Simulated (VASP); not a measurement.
NaH: single point with HSE06

NaH:

```xyz
2
Lattice="0.0000 2.3975 2.3975 2.3975 0.0000 2.3975 2.3975 2.3975 0.0000" Properties=species:S:1:pos:R:3 pbc="T T T"
Na    0.0000    0.0000    0.0000
H     2.3975    2.3975    2.3975
```

```json
{
 "Program": "VASP 6.6.1",
 "Task": "single point",
 "Functional": "HSE06",
 "Potentials or basis": "VASP PAW PBE potentials, release 64 (Na_pv, H)",
 "Cutoff": "520 eV",
 "k mesh": "6 × 6 × 6",
 "Occupations": "gaussian, width 0.01 eV",
 "Spin": "no spin polarisation"
}
```

| Item | Value |
| --- | --- |
| Pressure | 0.2 GPa |
| Band gap on the k mesh | 4.89 eV, indirect (least direct gap 5.81 eV) |

Levels at points of the mesh, in eV from the valence-band top:
```
           k point  band 1  band 2  band 3  band 4  band 5  band 6  band 7  band 8  band 9
(0.00, 0.00, 0.00)  -24.30  -24.30  -24.30   -3.98   12.24   17.22   17.22   17.22   18.29
(0.50, 0.00, 0.00)  -24.40  -24.31  -24.31   -0.92    4.89   12.37   14.99   14.99   18.14
(0.50, 0.50, 0.00)  -24.39  -24.34  -24.34   -0.14    5.76   11.40   12.18   12.18   13.55
```

It used 1100 s of CPU time on 1 thread of AMD EPYC 7R13 Processor (Zen 3), on a shared host.

Caveat: the PAW data sets were made with another functional, which shifts forces and pressure a little. A k mesh can miss the band edges.
